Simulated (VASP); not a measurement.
SrCo3:

```xyz
4
Lattice="4.0068 0.0000 0.0000 0.0000 4.0068 0.0000 0.0000 0.0000 4.0068" Properties=species:S:1:pos:R:3 pbc="T T T"
Sr    0.0000    0.0000    0.0000
Co    0.0000    2.0034    2.0034
Co    2.0034    2.0034    0.0000
Co    2.0034    0.0000    2.0034
```

Base run:

```yaml
Program: VASP 6.6.1
Functional: PBE
Potentials_or_basis: VASP PAW PBE potentials, release 64 (Sr_sv, Co)
Cutoff: 520 eV
k_mesh: 8 × 8 × 8
Occupations: gaussian, width 0.05 eV
Spin: no spin polarisation
```

Its results: pressure -3.9 GPa.

Problem. The run is repeated on the same cell with these changes: spin from no spin polarisation to collinear spin, ferromagnetic start; further incar settings from ALGO = Fast; EDIFF = 1e-06; NBANDS = 26 to ALGO = Normal; EDIFF = 1e-06; NBANDS = 30. What comes out?

Solution. Pressure 0.4 GPa; net moment 4.15 μB per cell; site moments Sr -0.11; Co +1.50 μB.

Caveats: the cell stands under tension (at least some runs).
